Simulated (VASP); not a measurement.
# AlN in VASP: a series of runs

Aim: see how the results for AlN move with the level of theory and the settings. Levels: PBE, r2SCAN. Tasks: single point.

All numbers are computed with VASP 6.6.1; they aren't measurements. Logs are shortened: lines on timing, memory, paths and dates and some standing lists are left out, and cuts for length are marked.

## (1) The cell of the first run

The structure is cubic, space group F-43m (No. 216). The conventional cell has a = 4.423 Å, b = 4.423 Å, c = 4.423 Å, α = 90.00°, β = 90.00°, γ = 90.00°. Al (site symmetry -43m) has 4 N at 1.92 Å within 2.5 Å. Within 2.5 Å of N (site symmetry -43m) lie 4 Al at 1.92 Å.

## (2) Single point, PBE (strain +1.2%)

INCAR

```
SYSTEM = AlN
PREC = Accurate ; ENCUT = 520
EDIFF = 1E-6 ; ISMEAR = -1
SIGMA = 0.02 ; LREAL = .FALSE.
LASPH = .TRUE. ; NELM = 100
ALGO = Normal ; ISIF = 2
LWAVE = .FALSE. ; LCHARG = .FALSE.
GGA = PE ; NBANDS = 11
```

KPOINTS

```
Automatic mesh
0
G
  10 10 10
  0 0 0
```

POSCAR

```
AlN
1.0
    0.0000000000      2.2115319131      2.2115319131
    2.2115319131      0.0000000000      2.2115319131
    2.2115319131      2.2115319131      0.0000000000
Al N
1 1
Direct
    0.0000000000      0.0000000000      0.0000000000
    0.2500000000      0.2500000000      0.2500000000
```

Potentials or basis: VASP PAW PBE potentials, release 64 (Al, N).

Run with:

```
$ cat potpaw_PBE.64/Al/POTCAR potpaw_PBE.64/N/POTCAR > POTCAR
$ mpirun -np 1 vasp_std > vasp.out
```

OUTCAR:

```text
SYSTEM = AlN
   PREC = Accurate
   ENCUT = 520
   EDIFF = 1E-6
   ISMEAR = -1
   LREAL = .FALSE.
   LASPH = .TRUE.
   NELM = 100
   ISIF = 2
   GGA = PE

 ion  position               nearest neighbor table
   1  0.000  0.000  0.000-   2 1.92   2 1.92   2 1.92   2 1.92
   2  0.250  0.250  0.250-   1 1.92   1 1.92   1 1.92   1 1.92

  LATTYP: Found a face centered cubic cell.
 ALAT       =     4.4230638262

  Lattice vectors:

 A1 = (   0.0000000000,   2.2115319131,   2.2115319131)
 A2 = (   2.2115319131,   0.0000000000,   2.2115319131)
 A3 = (   2.2115319131,   2.2115319131,   0.0000000000)

Analysis of symmetry for initial positions (statically):
=====================================================================
 Subroutine PRICEL returns:
 Original cell was already a primitive cell.

 Routine SETGRP: Setting up the symmetry group for a
 face centered cubic supercell.

 Subroutine GETGRP returns: Found 24 space group operations
 (whereof 24 operations were pure point group operations)
 out of a pool of 48 trial point group operations.

The static configuration has the point symmetry T_d .

Analysis of symmetry for dynamics (positions and initial velocities):
=====================================================================
 Subroutine PRICEL returns:
 Original cell was already a primitive cell.

 Routine SETGRP: Setting up the symmetry group for a
 face centered cubic supercell.

 Subroutine GETGRP returns: Found 24 space group operations
 (whereof 24 operations were pure point group operations)
 out of a pool of 48 trial point group operations.

The dynamic configuration has the point symmetry T_d .

 Subroutine INISYM returns: Found 24 space group operations
 (whereof 24 operations are pure point group operations),
 and found     1 'primitive' translations

----------------------------------------------------------------------------------------

                                     Primitive cell

  volume of cell :      21.6326

  direct lattice vectors                    reciprocal lattice vectors
     0.000000000  2.211531913  2.211531913    -0.226087626  0.226087626  0.226087626
     2.211531913  0.000000000  2.211531913     0.226087626 -0.226087626  0.226087626
     2.211531913  2.211531913  0.000000000     0.226087626  0.226087626 -0.226087626

  length of vectors
     3.127578425  3.127578425  3.127578425     0.391595255  0.391595255  0.391595255

  position of ions in fractional coordinates (direct lattice)
     0.000000000  0.000000000  0.000000000
[... 80 lines left out ...]
   EDIFFG = 0.1E-04   stopping-criterion for IOM
   NSW    =      0    number of steps for IOM
   IBRION =     -1    ionic relax: 0-MD 1-quasi-New 2-CG
   NFREE  =      0    steps in history (QN), initial steepest desc. (CG)
   ISIF   =      2    stress and relaxation
   ISYM   =      2    0-nonsym 1-usesym 2-fastsym
   POTIM  = 0.5000    time-step for ionic-motion
   TEBEG  =    0.0;   TEEND  =   0.0 temperature during run
   PSTRESS=    0.0 pullay stress
   NELECT =       8.0000    total number of electrons
   NUPDOWN=      -1.0000    fix difference up-down
   EMIN   =  10.00;   EMAX   =-10.00  energy-range for DOS
   EFERMI =   0.00;   METHOD = LEGACY
   ISMEAR =    -1;   SIGMA  =   0.02  broadening in eV -4-tet -1-fermi 0-gaus
   EFERMI_NEDOS =   21; number of points for ismear=-14 and -15
   IALGO  =     38    algorithm
   IMIX   =      4    mixing-type and parameters
     AMIX     =   0.40;   BMIX     =  1.00
     AMIX_MAG =   1.60;   BMIX_MAG =  1.00
  volume/ion in A,a.u.               =      10.82        72.99
  Fermi-wavevector in a.u.,A,eV,Ry     =   1.175082  2.220584 18.787175  1.380818
  Thomas-Fermi vector in A             =   2.311469
   LORBIT       =      0    0 simple, 1 ext, 2 COOP (PROOUT), +10 PAW based schemes
   GGA     = PE    functional components
   LHFCALC =     F    Hartree Fock is set to
   AEXX    =    0.0000 exact exchange contribution
   IVDW    =     0    specifies the selected vdW correction
   LEPSILON=     F    determine dielectric tensor
   LRPA    =     F    only Hartree local field effects (RPA)
 non-spin polarized calculation
  energy-cutoff  :      520.00
  volume of cell :       21.63
 maximum number of plane-waves:       594
   NGX = 11   NGY = 11   NGZ = 11

 number of electron       8.0000002 magnetization

 Free energy of the ion-electron system (eV)
  ---------------------------------------------------
  ext. energy  EPLUGINS =         0.00000000
  ---------------------------------------------------
  free energy    TOTEN  =       -14.84475251 eV

  energy without entropy =      -14.84475251  energy(sigma->0) =      -14.84475251

 E-fermi :   6.0279     XC(G=0): -10.7707

 val. band max:        5.6207441419   @ k =   0.0000   0.0000   0.0000
 cond. band min:       8.9181108869   @ k =   0.5000   0.5000   0.0000
 fundamental gap:      3.2973667450
 Fermi energy:         6.0278921852

 k-point     1 :       0.0000    0.0000    0.0000
  band No.  band energies     occupation
      1      -9.1453      2.00000
      2       5.6207      2.00000
      3       5.6207      2.00000
      4       5.6207      2.00000
      5       9.4877      0.00000
      6      17.8131      0.00000
      7      17.8131      0.00000
      8      17.8131      0.00000
      9      23.0101      0.00000
     10      23.0101      0.00000
     11      24.3404      0.00000
[... 309 lines left out ...]
 k-point    24 :       0.4000    0.3000    0.0000
  band No.  band energies     occupation
      1      -7.2393      2.00000
      2       1.5476      2.00000
      3       3.9594      2.00000
      4       4.2493      2.00000
      5      10.4518      0.00000
      6      14.8995      0.00000
      7      17.4371      0.00000
      8      19.7986      0.00000
      9      20.2803      0.00000
     10      26.5049      0.00000
     11      28.5355      0.00000

 [... further k-points ...]
[... 5 lines left out ...]
  --------------------------------------------------------------------------------------
  -------------------------------------------------------------------------------------
  Total       -0.3811564     -0.3811564     -0.3811564      0.0000000      0.0000000      0.0000000
  in kB      -28.2295606    -28.2295606    -28.2295606      0.0000000      0.0000000      0.0000000
  external PRESSURE =     -28.2295606 kB  Pullay stress =       0.0000000 kB

 VOLUME and BASIS-vectors are now :
 -----------------------------------------------------------------------------
  energy-cutoff  :      520.00
  volume of cell :       21.63
      direct lattice vectors                 reciprocal lattice vectors
     0.000000000  2.211531913  2.211531913    -0.226087626  0.226087626  0.226087626
     2.211531913  0.000000000  2.211531913     0.226087626 -0.226087626  0.226087626
     2.211531913  2.211531913  0.000000000     0.226087626  0.226087626 -0.226087626

 POSITION                                       TOTAL-FORCE (eV/Angst)
 -----------------------------------------------------------------------------------
      0.00000      0.00000      0.00000         0.000000      0.000000      0.000000
      1.10577      1.10577      1.10577        -0.000000     -0.000000     -0.000000
 -----------------------------------------------------------------------------------
    total drift:                               -0.000000     -0.000000     -0.000000

  FREE ENERGIE OF THE ION-ELECTRON SYSTEM (eV)
  ---------------------------------------------------
  free  energy   TOTEN  =       -14.8447525081 eV

  energy  without entropy=      -14.8447525081  energy(sigma->0) =      -14.84475251
```

stdout:

```text
POSCAR found type information on POSCAR AlN
 POSCAR found :  2 types and       2 ions
 scaLAPACK will be used
 LDA part: xc-table for (Slater+PW92), standard interpolation
 POSCAR, INCAR and KPOINTS ok, starting setup
 FFT: planning ... GRIDC
 FFT: planning ... GRID_SOFT
 FFT: planning ... GRID
 WAVECAR not read
 entering main loop
```

It took 4.4 s on 1 thread of Intel Xeon 6975P-C (Granite Rapids), shared host; peak memory 0.13 GiB.

Results:

* Free energy: -14.8448 eV
* Pressure: -2.8 GPa
* Band gap on the k mesh: 3.30 eV, indirect (least direct gap 3.87 eV)

Levels at points of the mesh, in eV from the valence-band top:
| k point | band 1 | band 2 | band 3 | band 4 | band 5 | band 6 | band 7 | band 8 |
| --- | --- | --- | --- | --- | --- | --- | --- | --- |
| (0.00, 0.00, 0.00) | -14.77 | 0.00 | 0.00 | 0.00 | 3.87 | 12.19 | 12.19 | 12.19 |
| (0.50, 0.00, 0.00) | -12.83 | -5.70 | -0.48 | -0.48 | 7.04 | 9.61 | 10.91 | 10.91 |
| (0.50, 0.50, 0.00) | -12.23 | -4.79 | -1.73 | -1.73 | 3.30 | 8.39 | 13.46 | 15.27 |

Caveat: the cell differs from its parent crystal (strain +1.2%).

## (3) Single point, r2SCAN (strain +1.2%)

POSCAR is that of step 2.

INCAR.step1

```
SYSTEM = AlN
PREC = Accurate ; ENCUT = 520
ISMEAR = 0 ; SIGMA = 0.01
LREAL = .False. ; LASPH = .True.
NELM = 60 ; NBANDS = 11
GGA = PE ; ALGO = Normal
EDIFF = 1E-4 ; LWAVE = .True.
LCHARG = .False.
```

INCAR.step2

```
SYSTEM = AlN
PREC = Accurate ; ENCUT = 520
EDIFF = 1E-6 ; ISMEAR = 0
SIGMA = 0.01 ; LREAL = .False.
LASPH = .True. ; NELM = 60
ALGO = Normal ; ISIF = 2
LWAVE = .False. ; LCHARG = .False.
METAGGA = R2SCAN ; LMIXTAU = .True.
NBANDS = 11 ; ISTART = 1
```

KPOINTS

```
Automatic mesh
0
Gamma
  10 10 10
  0 0 0
```

Potentials or basis: VASP PAW PBE potentials, release 64 (Al, N).

Run with:

```
$ cat potpaw_PBE.64/Al/POTCAR potpaw_PBE.64/N/POTCAR > POTCAR
$ cp INCAR.step1 INCAR
$ mpirun -np 1 vasp_std > vasp.out
$ cp INCAR.step2 INCAR
$ mpirun -np 1 vasp_std > vasp.out
```

Run time: 16 s. Hardware: 1 thread of Intel Xeon 6975P-C (Granite Rapids), shared host; peak memory 0.14 GiB.

The run converged. Its results:

```yaml
Free_energy: -19.1609 eV
Pressure: -7.5 GPa
Band_gap_on_the_k_mesh: 3.90 eV, indirect (least direct gap 4.54 eV)
```

Levels at points of the mesh, in eV from the valence-band top:
```
           k point  band 1  band 2  band 3  band 4  band 5  band 6  band 7  band 8
(0.00, 0.00, 0.00)  -15.53    0.00    0.00    0.00    4.54   13.14   13.14   13.14
(0.50, 0.00, 0.00)  -13.62   -5.74   -0.48   -0.48    7.86   10.55   11.70   11.70
(0.50, 0.50, 0.00)  -13.03   -4.83   -1.77   -1.77    3.90    9.24   14.67   16.47
```

Caveat: the cell differs from its parent crystal (strain +1.2%); the PAW data sets were made with another functional, which shifts forces and pressure a little.

## (4) Single point, PBE (biaxial xy strain -2.3%)

INCAR

```
SYSTEM = AlN
PREC = Accurate
ENCUT = 520
EDIFF = 1E-7
ISMEAR = -1
SIGMA = 0.02
LREAL = .False.
LASPH = .True.
NELM = 60
ALGO = Normal
ISIF = 2
LWAVE = .False.
LCHARG = .False.
GGA = PE
NBANDS = 11
```

KPOINTS is that of step 3.

POSCAR

```
AlN
1.0
    0.0000000000      2.1350612384      2.1848764208
    2.1350612384      0.0000000000      2.1848764208
    2.1350612384      2.1350612384      0.0000000000
Al N
1 1
Direct
    0.0000000000      0.0000000000      0.0000000000
    0.2500000000      0.2500000000      0.2500000000
```

Potentials or basis: VASP PAW PBE potentials, release 64 (Al, N).

Run with:

```
$ cat potpaw_PBE.64/Al/POTCAR potpaw_PBE.64/N/POTCAR > POTCAR
$ mpirun -np 1 vasp_std > vasp.out
```

OUTCAR:

```text
SYSTEM = AlN
   PREC = Accurate
   ENCUT = 520
   EDIFF = 1E-7
   ISMEAR = -1
   LREAL = .False.
   LASPH = .True.
   NELM = 60
   ISIF = 2
   GGA = PE

 ion  position               nearest neighbor table
   1  0.000  0.000  0.000-   2 1.86   2 1.86   2 1.86   2 1.86
   2  0.250  0.250  0.250-   1 1.86   1 1.86   1 1.86   1 1.86

  LATTYP: Found a body centered tetragonal cell.
 ALAT       =     3.0194325598
 C/A-ratio  =     1.4472099492

  Lattice vectors:
[... 511 lines left out ...]
      3       4.7214      2.00000
      4       5.0802      2.00000
      5      11.4335      0.00000
      6      16.4447      0.00000
      7      18.9576      0.00000
      8      21.6387      0.00000
      9      22.1367      0.00000
     10      28.4271      0.00000
     11      30.7127      0.00000

 [... further k-points ...]
[... 5 lines left out ...]
  --------------------------------------------------------------------------------------
  -------------------------------------------------------------------------------------
  Total        1.9837612      1.9837612      1.5933049      0.0000000      0.0000000      0.0000000
  in kB      159.5594113    159.5594113    128.1539338      0.0000000      0.0000000      0.0000000
  external PRESSURE =     149.0909188 kB  Pullay stress =       0.0000000 kB

 VOLUME and BASIS-vectors are now :
 -----------------------------------------------------------------------------
  energy-cutoff  :      520.00
  volume of cell :       19.92
      direct lattice vectors                 reciprocal lattice vectors
     0.000000000  2.135061238  2.184876421    -0.234185320  0.234185320  0.228845895
     2.135061238  0.000000000  2.184876421     0.234185320 -0.234185320  0.228845895
     2.135061238  2.135061238  0.000000000     0.234185320  0.234185320 -0.228845895

 POSITION                                       TOTAL-FORCE (eV/Angst)
 -----------------------------------------------------------------------------------
      0.00000      0.00000      0.00000         0.000000      0.000000      0.000000
      1.06753      1.06753      1.09244        -0.000000     -0.000000     -0.000000
 -----------------------------------------------------------------------------------
    total drift:                                0.000000      0.000000      0.000000

  FREE ENERGIE OF THE ION-ELECTRON SYSTEM (eV)
  ---------------------------------------------------
  free  energy   TOTEN  =       -14.7821937417 eV

  energy  without entropy=      -14.7821937417  energy(sigma->0) =      -14.78219374
```

stdout:

```text
POSCAR found type information on POSCAR AlN
 POSCAR found :  2 types and       2 ions
 scaLAPACK will be used
 LDA part: xc-table for (Slater+PW92), standard interpolation
 POSCAR, INCAR and KPOINTS ok, starting setup
 FFT: planning ... GRIDC
 FFT: planning ... GRID_SOFT
 FFT: planning ... GRID
 WAVECAR not read
 entering main loop
```

Wall time 7.7 s (1 thread of Intel Xeon 6975P-C (Granite Rapids), shared host); peak memory 0.14 GiB.

What came out:

```yaml
Free_energy: -14.7822 eV
Pressure: 14.9 GPa
Band_gap_on_the_k_mesh: 3.27 eV, indirect (least direct gap 4.56 eV)
```

Caveat: the cell differs from its parent crystal (biaxial xy strain -2.3%). A k mesh can miss the band edges.

(Part 1 of 2 ends here.)
